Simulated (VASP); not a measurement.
# Cr (Im-3m) in VASP: single point with r2SCAN

Aim: the single point of Cr with r2SCAN.

Everything below comes from runs of VASP 6.6.1. Logs are shortened: lines on timing, memory, paths and dates and some standing lists are left out, and cuts for length are marked.

## (1) The cell of the first run

The structure is cubic, space group Im-3m (No. 229). Conventional cell: a = 2.959 Å, b = 2.959 Å, c = 2.959 Å, α = 90.00°, β = 90.00°, γ = 90.00°. Cr (site symmetry m-3m) has 14 Cr at 2.56 to 2.96 Å within 3.4 Å.

## (2) Single point, r2SCAN, collinear spin, antiferromagnetic start

POSCAR

```
Cr
1.0
    2.9591778219      0.0000000000      0.0000000000
    0.0000000000      2.9591778219      0.0000000000
    0.0000000000      0.0000000000      2.9591778219
Cr
2
Direct
    0.0000000000      0.0000000000      0.0000000000
    0.5000000000      0.5000000000      0.5000000000
```

INCAR.step1

```
SYSTEM = Cr
ALGO = Normal ; EDIFF = 1E-4
ENCUT = 520 ; GGA = PE
ISMEAR = 0 ; ISPIN = 2
LASPH = .True. ; LCHARG = .False.
LMAXMIX = 4 ; LREAL = .False.
LWAVE = .True. ; MAGMOM = -2.73 2.73
NBANDS = 23 ; NELM = 150
PREC = Accurate ; SIGMA = 0.1
```

INCAR.step2

```
SYSTEM = Cr
ALGO = Normal ; EDIFF = 1E-6
ENCUT = 520 ; ISIF = 2
ISMEAR = 0 ; ISPIN = 2
ISTART = 1 ; LASPH = .True.
LCHARG = .True. ; LELF = .True.
LMAXMIX = 4 ; LMIXTAU = .True.
LORBIT = 11 ; LREAL = .False.
LVHAR = .True. ; LWAVE = .False.
MAGMOM = -2.73 2.73 ; METAGGA = R2SCAN
NBANDS = 23 ; NELM = 150
PREC = Accurate ; SIGMA = 0.1
```

KPOINTS

```
k-points
0
Gamma
  14 14 14
  0 0 0
```

Potentials or basis: VASP PAW PBE potentials, release 64 (Cr_pv).

Run with:

```
cat potpaw_PBE.64/Cr_pv/POTCAR > POTCAR
cp INCAR.step1 INCAR
mpirun -np 1 vasp_std > vasp.out
cp INCAR.step2 INCAR
mpirun -np 1 vasp_std > vasp.out
```

OUTCAR:

```text
SYSTEM = Cr
   EDIFF = 1E-6
   ENCUT = 520
   ISIF = 2
   ISMEAR = 0
   ISPIN = 2
   ISTART = 1
   LASPH = .True.
   LORBIT = 11
   LREAL = .False.
   METAGGA = R2SCAN
   NELM = 150
   PREC = Accurate

 ion  position               nearest neighbor table
   1  0.000  0.000  0.000-   2 2.56   2 2.56   2 2.56   2 2.56   2 2.56   2 2.56   2 2.56   2 2.56

   2  0.500  0.500  0.500-   1 2.56   1 2.56   1 2.56   1 2.56   1 2.56   1 2.56   1 2.56   1 2.56

  LATTYP: Found a simple cubic cell.
 ALAT       =     2.9591778219

  Lattice vectors:

 A1 = (   2.9591778219,   0.0000000000,   0.0000000000)
 A2 = (   0.0000000000,   2.9591778219,   0.0000000000)
 A3 = (   0.0000000000,   0.0000000000,   2.9591778219)

Analysis of symmetry for initial positions (statically):
=====================================================================
 Subroutine PRICEL returns following result:

  LATTYP: Found a body centered cubic cell.
 ALAT       =     2.9591778219

  Lattice vectors:

 A1 = (   1.4795889110,   1.4795889110,  -1.4795889109)
 A2 = (  -1.4795889110,   1.4795889109,   1.4795889109)
 A3 = (   1.4795889110,  -1.4795889109,   1.4795889110)

   2 primitive cells build up your supercell.

 Routine SETGRP: Setting up the symmetry group for a
 simple cubic supercell.

 Subroutine GETGRP returns: Found 48 space group operations
 (whereof 48 operations were pure point group operations)
 out of a pool of 48 trial point group operations.

The static configuration has the point symmetry O_h .

Analysis of symmetry for dynamics (positions and initial velocities):
=====================================================================
 Subroutine PRICEL returns following result:

  LATTYP: Found a body centered cubic cell.
 ALAT       =     2.9591778219

  Lattice vectors:

 A1 = (   1.4795889110,   1.4795889110,  -1.4795889109)
 A2 = (  -1.4795889110,   1.4795889109,   1.4795889109)
 A3 = (   1.4795889110,  -1.4795889109,   1.4795889110)

   2 primitive cells build up your supercell.

 Routine SETGRP: Setting up the symmetry group for a
 simple cubic supercell.

 Subroutine GETGRP returns: Found 48 space group operations
 (whereof 48 operations were pure point group operations)
 out of a pool of 48 trial point group operations.

The dynamic configuration has the point symmetry O_h .

Analysis of structural, dynamic, and magnetic symmetry:
=====================================================================
 Subroutine PRICEL returns following result:

  LATTYP: Found a body centered cubic cell.
 ALAT       =     2.9591778219

  Lattice vectors:

 A1 = (   1.4795889110,   1.4795889110,  -1.4795889109)
 A2 = (  -1.4795889110,   1.4795889109,   1.4795889109)
 A3 = (   1.4795889110,  -1.4795889109,   1.4795889110)

   2 primitive cells build up your supercell.

 Routine SETGRP: Setting up the symmetry group for a
 simple cubic supercell.

 Subroutine GETGRP returns: Found 48 space group operations
 (whereof 48 operations were pure point group operations)
 out of a pool of 48 trial point group operations.

The overall configuration has the point symmetry O_h .

 Subroutine INISYM returns: Found 48 space group operations
 (whereof 48 operations are pure point group operations),
 and found     2 'primitive' translations

----------------------------------------------------------------------------------------

                                     Primitive cell

  volume of cell :      12.9564

  direct lattice vectors                    reciprocal lattice vectors
     1.479588911  1.479588911 -1.479588911     0.337931703  0.337931703  0.000000000
    -1.479588911  1.479588911  1.479588911    -0.000000000  0.337931703  0.337931703
     1.479588911 -1.479588911  1.479588911     0.337931703  0.000000000  0.337931703

  length of vectors
     2.562723168  2.562723168  2.562723168     0.477907597  0.477907597  0.477907597

  position of ions in fractional coordinates (direct lattice)
     0.000000000  0.000000000  0.000000000

  ion indices of the primitive-cell ions
   primitive index   ion index
                 1           1

----------------------------------------------------------------------------------------

 KPOINTS: k-points

Automatic generation of k-mesh.
 Grid dimensions read from file:
 generate k-points for:   14   14   14

 Generating k-lattice:

  Cartesian coordinates                     Fractional coordinates (reciprocal lattice)
     0.024137979  0.000000000  0.000000000     0.071428571  0.000000000  0.000000000
     0.000000000  0.024137979  0.000000000     0.000000000  0.071428571  0.000000000
     0.000000000  0.000000000  0.024137979     0.000000000  0.000000000  0.071428571

  Length of vectors
     0.024137979  0.024137979  0.024137979

  Shift w.r.t. Gamma in fractional coordinates (k-lattice)
     0.000000000  0.000000000  0.000000000

 Subroutine IBZKPT returns following result:
 ===========================================

 Found    120 irreducible k-points:

 Following reciprocal coordinates:
            Coordinates               Weight
  0.000000  0.000000  0.000000      1.000000
  0.071429  0.000000  0.000000      6.000000
  0.142857  0.000000  0.000000      6.000000
  0.214286  0.000000  0.000000      6.000000
  0.285714  0.000000  0.000000      6.000000
  0.357143  0.000000  0.000000      6.000000
[... 16 lines left out ...]
  0.285714  0.214286  0.000000     24.000000
  0.357143  0.214286  0.000000     24.000000
 [... further k-points ...]
   k-points           NKPTS =    120   k-points in BZ     NKDIM =    120   number of bands    NBANDS=     23
   number of dos      NEDOS =    301   number of ions     NIONS =      2
   total plane-waves  NPLWV =  13824
   dimension x,y,z NGX =    24 NGY =   24 NGZ =   24
   dimension x,y,z NGXF=    48 NGYF=   48 NGZF=   48
   ions per type =               2
   NGX,Y,Z   is equivalent  to a cutoff of  13.48, 13.48, 13.48 a.u.
   NGXF,Y,Z  is equivalent  to a cutoff of  26.97, 26.97, 26.97 a.u.
 SYSTEM =  Cr
   PREC   = accura    normal or accurate (medium, high low for compatibility)
   ISTART =      1    job   : 0-new  1-cont  2-samecut
   ICHARG =      0    charge: 1-file 2-atom 10-const
   ISPIN  =      2    spin polarized calculation?
   LNONCOLLINEAR =      F non collinear calculations
   LSORBIT =      F    spin-orbit coupling
   LASPH  =      T    aspherical Exc in radial PAW
   ENCUT  =  520.0 eV  38.22 Ry    6.18 a.u.   5.50  5.50  5.50*2*pi/ulx,y,z
   NELM   =    150;   NELMIN=  2; NELMDL=  0     # of ELM steps
   EDIFF  = 0.1E-05   stopping-criterion for ELM
   LREAL  =      F    real-space projection
   EDIFFG = 0.1E-04   stopping-criterion for IOM
   NSW    =      0    number of steps for IOM
   IBRION =     -1    ionic relax: 0-MD 1-quasi-New 2-CG
   NFREE  =      0    steps in history (QN), initial steepest desc. (CG)
   ISIF   =      2    stress and relaxation
   ISYM   =      2    0-nonsym 1-usesym 2-fastsym
   POTIM  = 0.5000    time-step for ionic-motion
   TEBEG  =    0.0;   TEEND  =   0.0 temperature during run
   PSTRESS=    0.0 pullay stress
   NELECT =      24.0000    total number of electrons
   NUPDOWN=      -1.0000    fix difference up-down
   EMIN   =  10.00;   EMAX   =-10.00  energy-range for DOS
   EFERMI =   0.00;   METHOD = LEGACY
   ISMEAR =     0;   SIGMA  =   0.10  broadening in eV -4-tet -1-fermi 0-gaus
   EFERMI_NEDOS =   21; number of points for ismear=-14 and -15
   IALGO  =     38    algorithm
   IMIX   =      4    mixing-type and parameters
     AMIX     =   0.40;   BMIX     =  1.00
     AMIX_MAG =   1.60;   BMIX_MAG =  1.00
  volume/ion in A,a.u.               =      12.96        87.43
  Fermi-wavevector in a.u.,A,eV,Ry     =   1.595784  3.015595 34.647609  2.546527
  Thomas-Fermi vector in A             =   2.693649
   LORBIT       =     11    0 simple, 1 ext, 2 COOP (PROOUT), +10 PAW based schemes
   METAGGA = R2SCAN    functional components
   LHFCALC =     F    Hartree Fock is set to
   AEXX    =    0.0000 exact exchange contribution
   IVDW    =     0    specifies the selected vdW correction
   LEPSILON=     F    determine dielectric tensor
   LRPA    =     F    only Hartree local field effects (RPA)
 spin polarized calculation
 Gauss-broadening in eV      SIGMA  =   0.10
  energy-cutoff  :      520.00
  volume of cell :       25.91
 maximum number of plane-waves:       739
 NGX is ok and might be reduce to    24
   NGX = 11   NGY = 11   NGZ = 11

 number of electron      24.0000021 magnetization       0.0000000

 number of electron      24.0000021 magnetization      -0.0000000

 Free energy of the ion-electron system (eV)
  ---------------------------------------------------
  ext. energy  EPLUGINS =         0.00000000
  ---------------------------------------------------
  free energy    TOTEN  =       -30.14574657 eV

  energy without entropy =      -30.14448864  energy(sigma->0) =      -30.14511761

 E-fermi :   9.8639     XC(G=0): -14.0978

 val. band max:        9.8002722016   @ k =   0.5000   0.0714   0.0000
 cond. band min:       9.8759125850   @ k =   0.5000   0.4286   0.0000
 fundamental gap:      0.0756403834
 Fermi energy:         9.8639119726

 spin component 1

 k-point     1 :       0.0000    0.0000    0.0000
  band No.  band energies     occupation
      1     -36.3457      1.00000
      2     -36.3457      1.00000
      3     -36.3456      1.00000
      4     -32.9415      1.00000
      5     -32.9414      1.00000
      6     -32.9414      1.00000
[... 15 lines left out ...]
     22      19.4434      0.00000
     23      25.9972      0.00000

 k-point     2 :       0.0714    0.0000    0.0000
  band No.  band energies     occupation
      1     -36.3508      1.00000
      2     -36.3445      1.00000
      3     -36.3445      1.00000
      4     -32.9488      1.00000
      5     -32.9419      1.00000
      6     -32.9419      1.00000
[... 15 lines left out ...]
     22      19.7011      0.00000
     23      26.0009      0.00000
[... 544 lines left out ...]
     22      23.8244      0.00000
     23      25.5321      0.00000

 k-point    24 :       0.3571    0.2143    0.0000
  band No.  band energies     occupation
      1     -36.4344      1.00000
      2     -36.3790      1.00000
      3     -36.3211      1.00000
      4     -33.0456      1.00000
      5     -32.9836      1.00000
      6     -32.9449      1.00000
[... 15 lines left out ...]
     22      24.3713      0.00000
     23      25.0117      0.00000

 [... further k-points ...]

 spin component 2

 k-point     1 :       0.0000    0.0000    0.0000
  band No.  band energies     occupation
      1     -36.3457      1.00000
      2     -36.3457      1.00000
      3     -36.3456      1.00000
      4     -32.9415      1.00000
      5     -32.9414      1.00000
      6     -32.9414      1.00000
[... 15 lines left out ...]
     22      19.4434      0.00000
     23      25.9972      0.00000

 k-point     2 :       0.0714    0.0000    0.0000
  band No.  band energies     occupation
      1     -36.3508      1.00000
      2     -36.3445      1.00000
      3     -36.3445      1.00000
      4     -32.9488      1.00000
      5     -32.9419      1.00000
      6     -32.9419      1.00000
[... 15 lines left out ...]
     22      19.7011      0.00000
     23      26.0009      0.00000
[... 544 lines left out ...]
     22      23.8244      0.00000
     23      25.5321      0.00000

 k-point    24 :       0.3571    0.2143    0.0000
  band No.  band energies     occupation
      1     -36.4344      1.00000
      2     -36.3790      1.00000
      3     -36.3211      1.00000
      4     -33.0456      1.00000
      5     -32.9836      1.00000
      6     -32.9449      1.00000
[... 15 lines left out ...]
     22      24.3713      0.00000
     23      25.0117      0.00000

 [... further k-points ...]

------------------------ aborting loop because EDIFF is reached ----------------------------------------

  FORCE on cell =-STRESS in cart. coord.  units (eV):
  Direction    XX          YY          ZZ          XY          YZ          ZX
  --------------------------------------------------------------------------------------
  -------------------------------------------------------------------------------------
  Total        0.0727310      0.0727310      0.0727310     -0.0000000     -0.0000000     -0.0000000
  in kB        4.4969375      4.4969375      4.4969375     -0.0000000     -0.0000000     -0.0000000
  external PRESSURE =       4.4969375 kB  Pullay stress =       0.0000000 kB

 VOLUME and BASIS-vectors are now :
 -----------------------------------------------------------------------------
  energy-cutoff  :      520.00
  volume of cell :       25.91
      direct lattice vectors                 reciprocal lattice vectors
     2.959177822  0.000000000  0.000000000     0.337931703  0.000000000  0.000000000
     0.000000000  2.959177822  0.000000000     0.000000000  0.337931703  0.000000000
     0.000000000  0.000000000  2.959177822     0.000000000  0.000000000  0.337931703

 POSITION                                       TOTAL-FORCE (eV/Angst)
 -----------------------------------------------------------------------------------
      0.00000      0.00000      0.00000        -0.000000     -0.000000     -0.000000
      1.47959      1.47959      1.47959         0.000000      0.000000      0.000000
 -----------------------------------------------------------------------------------
    total drift:                                0.000000      0.000000     -0.000000

  FREE ENERGIE OF THE ION-ELECTRON SYSTEM (eV)
  ---------------------------------------------------
  free  energy   TOTEN  =       -30.1457465734 eV

  energy  without entropy=      -30.1444886428  energy(sigma->0) =      -30.14511761

 total charge

# of ion       s       p       d       tot
------------------------------------------
    1        0.656   6.355   4.070  11.081
    2        0.656   6.355   4.070  11.081
--------------------------------------------------
tot          1.313  12.710   8.141  22.163

 magnetization (x)

# of ion       s       p       d       tot
------------------------------------------
    1       -0.094  -0.043  -2.534  -2.672
    2        0.094   0.043   2.534   2.672
--------------------------------------------------
tot          0.000  -0.000  -0.000  -0.000
```

It took 3.2 min on 1 thread of Intel Xeon Platinum 8559C (Emerald Rapids), shared host; peak memory 0.22 GiB.

What came out:

* Free energy: -30.1457 eV
* Pressure: 0.4 GPa
* Band gap on the k mesh: zero (filled and empty bands overlap)
* Net moment: 0.00 μB per cell
* Site moments: Cr -2.67, +2.67 μB
* Valence electrons inside the program's atomic spheres: Cr 11.08

Caveat: the PAW data sets were made with another functional, which shifts forces and pressure a little.
